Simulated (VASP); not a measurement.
# CdS (Pmmn) in VASP: notebook

Runs on CdS. Level: LDA. Tasks: single point.

Program: VASP 6.6.1. These are calculated values, not measurements. Logs are shortened: lines on timing, memory, paths and dates and some standing lists are left out, and cuts for length are marked.

### Step 1. The cell of the first run

It takes space group Pmmn (No. 59, orthorhombic). The conventional cell has a = 3.931 Å, b = 5.557 Å, c = 3.930 Å, α = 90.00°, β = 90.00°, γ = 90.00°. Within 3.7 Å of Cd (site symmetry mm2) lie 6 S at 2.77 to 2.78 Å. S (site symmetry mm2) has 6 Cd at 2.77 to 2.78 Å within 3.7 Å.

### Step 2. Single point, LDA

Input file INCAR:

```
ALGO = Normal ; EDIFF = 1E-6
ENCUT = 500 ; GGA_COMPAT = F
ISIF = 2 ; ISMEAR = -1
LASPH = T ; LCHARG = F
LREAL = F ; LWAVE = F
NBANDS = 26 ; NELM = 120
PREC = Accurate ; SIGMA = 0.1
```

Input file KPOINTS:

```
k-points
0
Gamma
  6 4 6
```

Input file POSCAR:

```
CdS
1.0
    3.9306559405      0.0000000000      0.0000000000
    0.0000000000      5.5570435864      0.0000000000
    0.0000000000      0.0000000000      3.9303211965
Cd S
2 2
Direct
    0.5000000000      0.5000000000      0.2430260000
    0.0000000000      0.0000000000      0.7569740000
    0.5000000000      0.0000000000      0.2551630000
    0.0000000000      0.5000000000      0.7448370000
```

Potentials or basis: VASP PAW LDA potentials, release 64 (Cd, S).

On the command line:

```bash
$ cat potpaw_LDA.64/Cd/POTCAR potpaw_LDA.64/S/POTCAR > POTCAR
$ mpirun -np 1 vasp_std > vasp.out
```

OUTCAR:

```text
EDIFF = 1E-6
   ENCUT = 500
   ISIF = 2
   ISMEAR = -1
   LASPH = T
   LREAL = F
   NELM = 120
   PREC = Accurate

 ion  position               nearest neighbor table
   1  0.500  0.500  0.243-   4 2.77   4 2.77   3 2.78   3 2.78   4 2.78   4 2.78
   2  0.000  0.000  0.757-   3 2.77   3 2.77   4 2.78   4 2.78   3 2.78   3 2.78
   3  0.500  0.000  0.255-   2 2.77   2 2.77   1 2.78   1 2.78   2 2.78   2 2.78
   4  0.000  0.500  0.745-   1 2.77   1 2.77   2 2.78   2 2.78   1 2.78   1 2.78

  LATTYP: Found a simple orthorhombic cell.
 ALAT       =     3.9303211965
 B/A-ratio  =     1.0000851696
 C/A-ratio  =     1.4138904452

  Lattice vectors:

 A1 = (   0.0000000000,   0.0000000000,   3.9303211965)
 A2 = (   3.9306559405,   0.0000000000,   0.0000000000)
 A3 = (   0.0000000000,   5.5570435864,   0.0000000000)

Analysis of symmetry for initial positions (statically):
=====================================================================
 Subroutine PRICEL returns:
 Original cell was already a primitive cell.

 Routine SETGRP: Setting up the symmetry group for a
 simple orthorhombic supercell.

 Subroutine GETGRP returns: Found  8 space group operations
 (whereof  4 operations were pure point group operations)
 out of a pool of  8 trial point group operations.

The static configuration has the point symmetry C_2v.
 The point group associated with its full space group is D_2h.

Analysis of symmetry for dynamics (positions and initial velocities):
=====================================================================
 Subroutine PRICEL returns:
 Original cell was already a primitive cell.

 Routine SETGRP: Setting up the symmetry group for a
 simple orthorhombic supercell.

 Subroutine GETGRP returns: Found  8 space group operations
 (whereof  4 operations were pure point group operations)
 out of a pool of  8 trial point group operations.

The dynamic configuration has the point symmetry C_2v.
 The point group associated with its full space group is D_2h.

 Subroutine INISYM returns: Found  8 space group operations
 (whereof  4 operations are pure point group operations),
 and found     1 'primitive' translations

----------------------------------------------------------------------------------------

                                     Primitive cell

  volume of cell :      85.8493

  direct lattice vectors                    reciprocal lattice vectors
     3.930655940  0.000000000  0.000000000     0.254410464  0.000000000  0.000000000
     0.000000000  5.557043586  0.000000000     0.000000000  0.179951801  0.000000000
     0.000000000  0.000000000  3.930321197     0.000000000  0.000000000  0.254432132

  length of vectors
     3.930655940  5.557043586  3.930321197     0.254410464  0.179951801  0.254432132

  position of ions in fractional coordinates (direct lattice)
     0.500000000  0.500000000  0.243026000
     0.000000000  0.000000000  0.756974000
     0.500000000  0.000000000  0.255163000
     0.000000000  0.500000000  0.744837000

  ion indices of the primitive-cell ions
   primitive index   ion index
                 1           1
                 2           2
                 3           3
                 4           4

----------------------------------------------------------------------------------------

 KPOINTS: k-points

Automatic generation of k-mesh.
 Grid dimensions read from file:
 generate k-points for:    6    4    6

 Generating k-lattice:

  Cartesian coordinates                     Fractional coordinates (reciprocal lattice)
     0.042401744  0.000000000  0.000000000     0.166666667  0.000000000  0.000000000
     0.000000000  0.044987950  0.000000000     0.000000000  0.250000000  0.000000000
     0.000000000  0.000000000  0.042405355     0.000000000  0.000000000  0.166666667

  Length of vectors
     0.042401744  0.044987950  0.042405355

  Shift w.r.t. Gamma in fractional coordinates (k-lattice)
     0.000000000  0.000000000  0.000000000

 Subroutine IBZKPT returns following result:
 ===========================================

 Found     48 irreducible k-points:

 Following reciprocal coordinates:
            Coordinates               Weight
  0.000000  0.000000  0.000000      1.000000
  0.166667  0.000000  0.000000      2.000000
  0.333333  0.000000  0.000000      2.000000
  0.500000  0.000000  0.000000      1.000000
  0.000000  0.250000  0.000000      2.000000
  0.166667  0.250000  0.000000      4.000000
[... 16 lines left out ...]
  0.333333  0.500000  0.166667      4.000000
  0.500000  0.500000  0.166667      2.000000
 [... further k-points ...]
   k-points           NKPTS =     48   k-points in BZ     NKDIM =     48   number of bands    NBANDS=     26
   number of dos      NEDOS =    301   number of ions     NIONS =      4
   total plane-waves  NPLWV =  37800
   dimension x,y,z NGX =    30 NGY =   42 NGZ =   30
   dimension x,y,z NGXF=    60 NGYF=   84 NGZF=   60
   ions per type =               2   2
   NGX,Y,Z   is equivalent  to a cutoff of  12.69, 12.56, 12.69 a.u.
   NGXF,Y,Z  is equivalent  to a cutoff of  25.38, 25.13, 25.38 a.u.
 SYSTEM =  unknown system
   PREC   = accura    normal or accurate (medium, high low for compatibility)
   ISTART =      0    job   : 0-new  1-cont  2-samecut
   ICHARG =      2    charge: 1-file 2-atom 10-const
   ISPIN  =      1    spin polarized calculation?
   LNONCOLLINEAR =      F non collinear calculations
   LSORBIT =      F    spin-orbit coupling
   LASPH  =      T    aspherical Exc in radial PAW
   ENCUT  =  500.0 eV  36.75 Ry    6.06 a.u.   7.17 10.13  7.17*2*pi/ulx,y,z
   NELM   =    120;   NELMIN=  2; NELMDL= -5     # of ELM steps
   EDIFF  = 0.1E-05   stopping-criterion for ELM
   LREAL  =      F    real-space projection
   EDIFFG = 0.1E-04   stopping-criterion for IOM
   NSW    =      0    number of steps for IOM
   IBRION =     -1    ionic relax: 0-MD 1-quasi-New 2-CG
   NFREE  =      0    steps in history (QN), initial steepest desc. (CG)
   ISIF   =      2    stress and relaxation
   ISYM   =      2    0-nonsym 1-usesym 2-fastsym
   POTIM  = 0.5000    time-step for ionic-motion
   TEBEG  =    0.0;   TEEND  =   0.0 temperature during run
   PSTRESS=    0.0 pullay stress
   NELECT =      36.0000    total number of electrons
   NUPDOWN=      -1.0000    fix difference up-down
   EMIN   =  10.00;   EMAX   =-10.00  energy-range for DOS
   EFERMI =   0.00;   METHOD = LEGACY
   ISMEAR =    -1;   SIGMA  =   0.10  broadening in eV -4-tet -1-fermi 0-gaus
   EFERMI_NEDOS =   21; number of points for ismear=-14 and -15
   IALGO  =     38    algorithm
   IMIX   =      4    mixing-type and parameters
     AMIX     =   0.40;   BMIX     =  1.00
     AMIX_MAG =   1.60;   BMIX_MAG =  1.00
  volume/ion in A,a.u.               =      21.46       144.83
  Fermi-wavevector in a.u.,A,eV,Ry     =   1.225359  2.315593 20.429214  1.501505
  Thomas-Fermi vector in A             =   2.360400
   LORBIT       =      0    0 simple, 1 ext, 2 COOP (PROOUT), +10 PAW based schemes
   GGA     = CA    functional components
   LHFCALC =     F    Hartree Fock is set to
   AEXX    =    0.0000 exact exchange contribution
   IVDW    =     0    specifies the selected vdW correction
   LEPSILON=     F    determine dielectric tensor
   LRPA    =     F    only Hartree local field effects (RPA)
 non-spin polarized calculation
  energy-cutoff  :      500.00
  volume of cell :       85.85
 maximum number of plane-waves:      2212
 NGX is ok and might be reduce to    30
   NGX = 15   NGY = 21   NGZ = 15

 number of electron      36.0000009 magnetization

 Free energy of the ion-electron system (eV)
  ---------------------------------------------------
  ext. energy  EPLUGINS =         0.00000000
  ---------------------------------------------------
  free energy    TOTEN  =       -14.28774510 eV

  energy without entropy =      -14.27022073  energy(sigma->0) =      -14.27898292

 E-fermi :   2.5024     XC(G=0): -10.5272

 val. band max:        2.2978741601   @ k =   0.0000   0.0000   0.0000
 cond. band min:       2.7713472310   @ k =   0.0000   0.0000   0.0000
 fundamental gap:      0.4734730709
 Fermi energy:         2.5023673533

 k-point     1 :       0.0000    0.0000    0.0000
  band No.  band energies     occupation
      1     -10.1893      2.00000
      2      -9.3506      2.00000
      3      -5.3960      2.00000
      4      -5.2593      2.00000
      5      -5.2589      2.00000
      6      -5.2554      2.00000
[... 18 lines left out ...]
     25      11.6839      0.00000
     26      12.9352      0.00000

 k-point     2 :       0.1667    0.0000    0.0000
  band No.  band energies     occupation
      1     -10.0427      2.00000
      2      -9.2872      2.00000
      3      -5.3693      2.00000
      4      -5.3180      2.00000
      5      -5.2941      2.00000
      6      -5.2686      2.00000
[... 18 lines left out ...]
     25      11.0802      0.00000
     26      11.6230      0.00000

 k-point     3 :       0.3333    0.0000    0.0000
  band No.  band energies     occupation
      1      -9.6732      2.00000
      2      -9.1943      2.00000
      3      -5.4273      2.00000
      4      -5.3985      2.00000
      5      -5.3716      2.00000
      6      -5.3519      2.00000
[... 18 lines left out ...]
     25       9.8833      0.00000
     26      10.1153      0.00000

 k-point     4 :       0.5000    0.0000    0.0000
  band No.  band energies     occupation
      1      -9.3051      2.00000
      2      -9.3051      2.00000
      3      -5.4712      2.00000
      4      -5.4712      2.00000
      5      -5.4124      2.00000
      6      -5.4124      2.00000
[... 18 lines left out ...]
     25       9.3881      0.00000
     26       9.3881      0.00000
[... 496 lines left out ...]
      1      -9.4642      2.00000
      2      -9.4642      2.00000
      3      -5.4355      2.00000
      4      -5.4355      2.00000
      5      -5.3869      2.00000
      6      -5.3869      2.00000
[... 18 lines left out ...]
     25       9.4561      0.00000
     26       9.4561      0.00000

 k-point    23 :       0.3333    0.5000    0.1667
  band No.  band energies     occupation
      1      -9.2660      2.00000
      2      -9.2660      2.00000
      3      -5.4847      2.00000
      4      -5.4847      2.00000
      5      -5.4360      2.00000
      6      -5.4360      2.00000
[... 18 lines left out ...]
     25       9.6304      0.00000
     26       9.6304      0.00000

 k-point    24 :       0.5000    0.5000    0.1667
  band No.  band energies     occupation
      1      -9.1584      2.00000
      2      -9.1584      2.00000
      3      -5.4872      2.00000
      4      -5.4872      2.00000
      5      -5.3976      2.00000
      6      -5.3976      2.00000
[... 18 lines left out ...]
     25       9.8794      0.00000
     26       9.8794      0.00000

 [... further k-points ...]

------------------------ aborting loop because EDIFF is reached ----------------------------------------

  FORCE on cell =-STRESS in cart. coord.  units (eV):
  Direction    XX          YY          ZZ          XY          YZ          ZX
  --------------------------------------------------------------------------------------
  -------------------------------------------------------------------------------------
  Total       -4.2354951     -4.2652976     -4.2380036      0.0000000      0.0000000      0.0000000
  in kB      -79.0456347    -79.6018279    -79.0924499      0.0000000      0.0000000      0.0000000
  external PRESSURE =     -79.2466375 kB  Pullay stress =       0.0000000 kB

 VOLUME and BASIS-vectors are now :
 -----------------------------------------------------------------------------
  energy-cutoff  :      500.00
  volume of cell :       85.85
      direct lattice vectors                 reciprocal lattice vectors
     3.930655940  0.000000000  0.000000000     0.254410464  0.000000000  0.000000000
     0.000000000  5.557043586  0.000000000     0.000000000  0.179951801  0.000000000
     0.000000000  0.000000000  3.930321197     0.000000000  0.000000000  0.254432132

 POSITION                                       TOTAL-FORCE (eV/Angst)
 -----------------------------------------------------------------------------------
      1.96533      2.77852      0.95517         0.000000      0.000000      0.018572
      0.00000      0.00000      2.97515         0.000000      0.000000     -0.018572
      1.96533      0.00000      1.00287         0.000000      0.000000     -0.037706
      0.00000      2.77852      2.92745         0.000000      0.000000      0.037706
 -----------------------------------------------------------------------------------
    total drift:                                0.000000      0.000000      0.000000

  FREE ENERGIE OF THE ION-ELECTRON SYSTEM (eV)
  ---------------------------------------------------
  free  energy   TOTEN  =       -14.2877451047 eV

  energy  without entropy=      -14.2702207283  energy(sigma->0) =      -14.27898292
```

Wall time 45 s (1 thread of AMD EPYC 9R45 (Zen 5), shared host); peak memory 0.18 GiB.

Results:

- Free energy: -14.2877 eV
- Pressure: -7.9 GPa
- Largest force: 0.038 eV/Å
- Band gap on the k mesh: 0.02 eV

Forces on the atoms (eV/Å):
```
Cd   0.000  0.000  0.019
Cd   0.000  0.000 -0.019
S    0.000  0.000 -0.038
S    0.000  0.000  0.038
```

Caveat: the cell stands under tension; the smearing spreads over this small gap; semilocal functionals underestimate gaps, and a narrow one can read as zero. A k mesh can miss the band edges.

### Step 3. Single point, LDA

This run uses another cell than the first one, of 21.99 Å³/atom.

Input file INCAR:

```
SYSTEM = CdS
PREC = Accurate
ENCUT = 500
EDIFF = 1E-6
ISMEAR = -1
SIGMA = 0.1
LREAL = .False.
LASPH = .True.
NELM = 120
ALGO = Normal
ISIF = 2
LWAVE = .False.
LCHARG = .True.
LELF = .True.
LVHAR = .True.
NBANDS = 26
GGA_COMPAT = .False.
```

Input file KPOINTS:

```
regular mesh
0
Gamma
  6 4 6
  0 0 0
```

Input file POSCAR:

```
CdS
1.0
    3.9623561477      0.0000000000      0.0000000000
    0.0000000000      5.6018603894      0.0000000000
    0.0000000000      0.0000000000      3.9620187041
Cd S
2 2
Direct
    0.5000000000      0.5000000000      0.2430260000
    0.0000000000      0.0000000000      0.7569740000
    0.5000000000      0.0000000000      0.2551630000
    0.0000000000      0.5000000000      0.7448370000
```

Potentials or basis: VASP PAW LDA potentials, release 64 (Cd, S).

On the command line:

```bash
$ cat potpaw_LDA.64/Cd/POTCAR potpaw_LDA.64/S/POTCAR > POTCAR
$ mpirun -np 1 vasp_std > vasp.out
```

OUTCAR:

```text
SYSTEM = CdS
   PREC = Accurate
   ENCUT = 500
   EDIFF = 1E-6
   ISMEAR = -1
   LREAL = .False.
   LASPH = .True.
   NELM = 120
   ISIF = 2

 ion  position               nearest neighbor table
   1  0.500  0.500  0.243-   4 2.80   4 2.80   3 2.80   3 2.80   4 2.81   4 2.81
   2  0.000  0.000  0.757-   3 2.80   3 2.80   4 2.80   4 2.80   3 2.81   3 2.81
   3  0.500  0.000  0.255-   2 2.80   2 2.80   1 2.80   1 2.80   2 2.81   2 2.81
   4  0.000  0.500  0.745-   1 2.80   1 2.80   2 2.80   2 2.80   1 2.81   1 2.81

  LATTYP: Found a simple orthorhombic cell.
 ALAT       =     3.9620187041
 B/A-ratio  =     1.0000851696
 C/A-ratio  =     1.4138904452

  Lattice vectors:

 A1 = (   0.0000000000,   0.0000000000,   3.9620187041)
 A2 = (   3.9623561477,   0.0000000000,   0.0000000000)
 A3 = (   0.0000000000,   5.6018603894,   0.0000000000)

Analysis of symmetry for initial positions (statically):
=====================================================================
 Subroutine PRICEL returns:
 Original cell was already a primitive cell.

 Routine SETGRP: Setting up the symmetry group for a
 simple orthorhombic supercell.
[... 172 lines left out ...]

 E-fermi :   2.2786     XC(G=0): -10.4132

 val. band max:        2.0698821000   @ k =   0.0000   0.0000   0.0000
 cond. band min:       2.4478930173   @ k =   0.0000   0.0000   0.0000
 fundamental gap:      0.3780109174
 Fermi energy:         2.2786398426

 k-point     1 :       0.0000    0.0000    0.0000
  band No.  band energies     occupation
      1     -10.2620      2.00000
      2      -9.4649      2.00000
      3      -5.5674      2.00000
      4      -5.4411      2.00000
      5      -5.4407      2.00000
      6      -5.4375      2.00000
[... 685 lines left out ...]
     25       9.5399      0.00000
     26       9.5399      0.00000

 [... further k-points ...]

------------------------ aborting loop because EDIFF is reached ----------------------------------------

  FORCE on cell =-STRESS in cart. coord.  units (eV):
  Direction    XX          YY          ZZ          XY          YZ          ZX
  --------------------------------------------------------------------------------------
  -------------------------------------------------------------------------------------
  Total       -4.9749868     -5.0048656     -4.9755226      0.0000000      0.0000000      0.0000000
  in kB      -90.6358903    -91.1802319    -90.6456509      0.0000000      0.0000000      0.0000000
  external PRESSURE =     -90.8205910 kB  Pullay stress =       0.0000000 kB

 VOLUME and BASIS-vectors are now :
 -----------------------------------------------------------------------------
  energy-cutoff  :      500.00
  volume of cell :       87.94
      direct lattice vectors                 reciprocal lattice vectors
     3.962356148  0.000000000  0.000000000     0.252375093  0.000000000  0.000000000
     0.000000000  5.601860389  0.000000000     0.000000000  0.178512125  0.000000000
     0.000000000  0.000000000  3.962018704     0.000000000  0.000000000  0.252396587

 POSITION                                       TOTAL-FORCE (eV/Angst)
 -----------------------------------------------------------------------------------
      1.98118      2.80093      0.96287         0.000000      0.000000      0.016565
      0.00000      0.00000      2.99915         0.000000      0.000000     -0.016565
      1.98118      0.00000      1.01096         0.000000      0.000000     -0.040706
      0.00000      2.80093      2.95106         0.000000      0.000000      0.040706
 -----------------------------------------------------------------------------------
    total drift:                                0.000000      0.000000      0.000000

  FREE ENERGIE OF THE ION-ELECTRON SYSTEM (eV)
  ---------------------------------------------------
  free  energy   TOTEN  =       -14.1768470281 eV

  energy  without entropy=      -14.1584428178  energy(sigma->0) =      -14.16764492
```

It took 46 s on 1 thread of AMD EPYC 9R45 (Zen 5), shared host; peak memory 0.18 GiB.

What came out:

```yaml
Free_energy: -14.1768 eV
Pressure: -9.1 GPa
Largest_force: 0.041 eV/Å
Band_gap_on_the_k_mesh: 0.01 eV
```

Forces on the atoms (eV/Å):
```
Cd   0.000  0.000  0.017
Cd   0.000  0.000 -0.017
S    0.000  0.000 -0.041
S    0.000  0.000  0.041
```

Levels at points of the mesh, in eV from the valence-band top:
| k point | band 16 | band 17 | band 18 | band 19 | band 20 | band 21 |
| --- | --- | --- | --- | --- | --- | --- |
| (0.00, 0.00, 0.00) | -0.62 | -0.62 | -0.61 | 0.02 | 0.39 | 6.03 |
| (0.50, 0.00, 0.00) | -2.09 | -0.12 | -0.12 | 4.14 | 4.14 | 4.97 |
| (0.00, 0.50, 0.00) | -1.23 | -1.23 | -1.23 | 2.69 | 2.69 | 6.17 |
| (0.50, 0.50, 0.00) | 0.00 | 0.00 | 0.00 | 3.37 | 3.37 | 5.75 |
| (0.00, 0.00, 0.50) | -2.08 | -0.13 | -0.11 | 4.13 | 4.14 | 4.97 |
| (0.50, 0.00, 0.50) | -1.90 | -1.90 | -1.90 | 0.01 | 0.01 | 6.03 |
| (0.00, 0.50, 0.50) | 0.00 | 0.00 | 0.00 | 3.37 | 3.37 | 5.76 |
| (0.50, 0.50, 0.50) | -2.91 | -2.72 | -2.72 | 3.04 | 3.04 | 6.37 |

Caveat: the cell stands under tension; the smearing spreads over this small gap; semilocal functionals underestimate gaps, and a narrow one can read as zero.

(Continued in part 2 of 2.)

The gap in the log of VASP goes by the Fermi energy; the results here count the filled bands.